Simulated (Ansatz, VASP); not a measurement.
**One calculation of BP, two programs**

File POSCAR:

```
BP
1.0
    0.0000000000      2.2988586873      2.2988586873
    2.2988586873      0.0000000000      2.2988586873
    2.2988586873      2.2988586873      0.0000000000
P B
1 1
Direct
    0.7500000000      0.7500000000      0.7500000000
    0.0000000000      0.0000000000      0.0000000000
```

Contents of INCAR.step1:

```
PREC = Accurate
ENCUT = 520
EDIFF = 1E-5
ISMEAR = -1
SIGMA = 0.05
LREAL = F
LASPH = T
NELM = 80
ALGO = Normal
ISIF = 2
LWAVE = T
LCHARG = F
NBANDS = 11
GGA = PE
```

File INCAR.step2:

```
PREC = Accurate
ENCUT = 520
EDIFF = 1E-6
ISMEAR = -1
SIGMA = 0.05
LREAL = F
LASPH = T
NELM = 80
ALGO = Normal
ISIF = 2
LWAVE = F
LCHARG = F
GGA = PS
LHFCALC = T
AEXX = 0.25
HFSCREEN = 0.207
PRECFOCK = Normal
NBANDS = 11
ISTART = 1
```

The input KPOINTS:

```
Automatic mesh
0
Gamma
  5 5 5
```

Contents of input.yaml:

```yaml
crystal:
  lattice:
    - [0.0, 2.2988586873, 2.2988586873]
    - [2.2988586873, 0.0, 2.2988586873]
    - [2.2988586873, 2.2988586873, 0.0]
  atoms:
    - { symbol: P, position: [0.75, 0.75, 0.75] }
    - { symbol: B, position: [0.0, 0.0, 0.0] }
hamiltonian:
  xc:
    exchange: hjs_pbesol
    correlation: pbesol
    exx: { coeff: 0.25, omega: 0.207 }
  pseudopotentials: { kind: paw }
kpoints:
  mp_grid: { grid: [5, 5, 5] }
scf:
  occupations: { method: fermi_dirac, width: 0.05 }
output:
  forces: true
  stress: true
  eigenvalues: true
  write_density: true
  write_potential: true
  elf: true
  volumetric_format: npy
```

Alike in both runs: task single point; functional PBEsol-based screened hybrid with a share of 0.25 of exact exchange and HFSCREEN = 0.207; k mesh 5 × 5 × 5; occupations fermi-dirac, width 0.05 eV; no spin polarisation.

|  | VASP | Ansatz |
| --- | --- | --- |
| version | VASP 6.6.1 | Ansatz 0.2.0 |
| potentials or method | VASP PAW PBE potentials, release 64 (P, B) | Ansatz PAW |
| plane-wave cutoff (eV) | 520 | 420 |
| valence electrons in the cell | 8 | 8 |

Ansatz gave:

```
gap on the k mesh at the Fermi level (eV) : 1.96
least direct gap on the mesh (eV)         : 4.26
pressure (GPa)                            : -9.3
```

Estimate VASP's values.

gap on the k mesh at the Fermi level (eV): 1.96; least direct gap on the mesh (eV): 4.26; pressure (GPa): -9.6.

VASP's potentials were made for PBE, not for PBEsol-based screened hybrid. With one functional, cell and mesh, what is left measures potentials, basis and numerics.

The k mesh is coarse, so the values compare programs but aren't converged. Noted on Ansatz's run: odd divisions of the mesh miss points on the zone boundary, where band edges often lie, so the gap on the mesh can be too wide.
